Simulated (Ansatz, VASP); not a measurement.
## One calculation of Sn6Ge, two programs

File INCAR:

```
SYSTEM = Sn6Ge
ALGO = Fast ; EDIFF = 1E-6
EDIFFG = -0.08 ; ENCUT = 600
GGA = PE ; IBRION = 2
ISIF = 3 ; ISMEAR = 0
LASPH = .TRUE. ; LCHARG = .FALSE.
LREAL = .FALSE. ; LWAVE = .FALSE.
NELM = 60 ; NSW = 36
PREC = Accurate ; SIGMA = 0.2
```

The input KPOINTS:

```
k-points
0
G
  3 3 3
  0 0 0
```

Contents of POSCAR:

```
Sn6Ge
1.0
    6.4134879900      0.0000000000      0.0000000000
   -3.2067440000      5.5542435300      0.0000000000
    0.0000000000      0.0000000000      5.9433037000
Sn Ge
6 1
Direct
    0.6688615100      0.6688615100      0.2607338700
    0.0000000000      0.6688615100      0.7392661300
    0.6688615100      0.0000000000      0.7392661300
    0.3311384900      0.3311384900      0.7392661300
    0.0000000000      0.3311384900      0.2607338700
    0.3311384900      0.0000000000      0.2607338700
    0.0000000000      0.0000000000      0.0000000000
```

Input for Ansatz:

```yaml
crystal:
  lattice:
    - [6.41348799, 0.0, 0.0]
    - [-3.206744, 5.55424353, 0.0]
    - [0.0, 0.0, 5.9433037]
  atoms:
    - { symbol: Sn, position: [0.66886151, 0.66886151, 0.26073387] }
    - { symbol: Sn, position: [0.0, 0.66886151, 0.73926613] }
    - { symbol: Sn, position: [0.66886151, 0.0, 0.73926613] }
    - { symbol: Sn, position: [0.33113849, 0.33113849, 0.73926613] }
    - { symbol: Sn, position: [0.0, 0.33113849, 0.26073387] }
    - { symbol: Sn, position: [0.33113849, 0.0, 0.26073387] }
    - { symbol: Ge, position: [0.0, 0.0, 0.0] }
basis:
  ecutwfc: 420
kpoints:
  mp_grid: { grid: [3, 3, 3] }
hamiltonian:
  xc: pbe
scf:
  occupations: { method: gaussian, width: 0.2 }
  lower_state_search: "off"
output:
  forces: true
  stress: true
  eigenvalues: true
relax:
  adjacent_minimum: "off"
  f_tol: 0.08
  max_steps: 16
  cell: { stress_tol: 0.8 }
```

Change from the starting cell: species swapped into the Ti6O type (P-31m, No. 162).

Alike in both runs: task relaxation of cell and atoms; functional PBE; k mesh 3 × 3 × 3; occupations gaussian, width 0.2 eV; no spin polarisation.

|  | VASP | Ansatz |
| --- | --- | --- |
| version | VASP 6.6.1 | Ansatz 0.2.0 |
| potentials or method | VASP PAW PBE potentials, release 64 (Sn_d, Ge_d), cutoff 600 eV | scalar-relativistic, plane waves, PAW |
| valence electrons in the cell | 98 | 98 |

|  | VASP | Ansatz | Ansatz less VASP |
| --- | --- | --- | --- |
| gap on the k mesh at the Fermi level, each at its own relaxed structure (eV) | none | none | - |
| relaxed volume (Å³/atom) | 28.57 | 28.49 | -0.072 |
| relaxed cell length with the largest relative difference (Å) | 6.437 | 6.339 | -0.0978 |

A gap of «none» marks a metal or a gap that the smearing closes.

The k mesh is coarse, so the values compare programs but aren't converged.
